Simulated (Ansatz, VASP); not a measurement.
## SrBe: VASP beside Ansatz

File INCAR:

```
PREC = Accurate ; ENCUT = 600
EDIFF = 1E-6 ; ISMEAR = 0
SIGMA = 0.1 ; LREAL = F
LASPH = T ; NELM = 100
ALGO = Normal ; ISIF = 3
LWAVE = F ; LCHARG = F
GGA = PE ; IBRION = 2
NSW = 100 ; EDIFFG = -0.01
```

File KPOINTS:

```
regular mesh
0
Gamma
  18 18 12
```

The input POSCAR:

```
SrBe
1.0
    3.8689833000      0.0000000000      0.0000000000
   -1.9344916500      3.3506378200      0.0000000000
    0.0000000000      0.0000000000      4.9981255100
Sr Be
1 1
Direct
    0.0000000000      0.0000000000      0.0000000000
    0.3333333300      0.6666666700      0.5000000000
```

Input for Ansatz:

```yaml
crystal:
  lattice:
    - [3.8689833, 0.0, 0.0]
    - [-1.93449165, 3.35063782, 0.0]
    - [0.0, 0.0, 4.99812551]
  atoms:
    - { symbol: Sr, position: [0.0, 0.0, 0.0] }
    - { symbol: Be, position: [0.33333333, 0.66666667, 0.5] }
basis:
  ecutwfc: 420
kpoints:
  mp_grid: { grid: [18, 18, 12] }
hamiltonian:
  xc: pbe
scf:
  occupations: { method: gaussian, width: 0.1 }
output:
  forces: true
  stress: true
  eigenvalues: true
relax:
  adjacent_minimum: "off"
  f_tol: 0.01
  max_steps: 80
  cell: { stress_tol: 0.05 }
```

Alike in both runs: task relaxation of cell and atoms; functional PBE; k mesh 18 × 18 × 12; occupations gaussian, width 0.1 eV; no spin polarisation.

```csv
,VASP,Ansatz
version,VASP 6.6.1,Ansatz 0.2.0
potentials or method,"VASP PAW PBE potentials, release 64 (Sr_sv, Be), cutoff 600 eV","scalar-relativistic, plane waves, PAW"
valence electrons in the cell,12,12
```

|  | VASP | Ansatz | Ansatz less VASP |
| --- | --- | --- | --- |
| gap on the k mesh at the Fermi level, each at its own relaxed structure (eV) | none | none | - |
| relaxed volume (Å³/atom) | 31.16 | 31.15 | -0.017 |
| relaxed cell length with the largest relative difference (Å) | 4.060 | 4.056 | -0.0033 |

A gap of «none» marks a metal or a gap that the smearing closes.
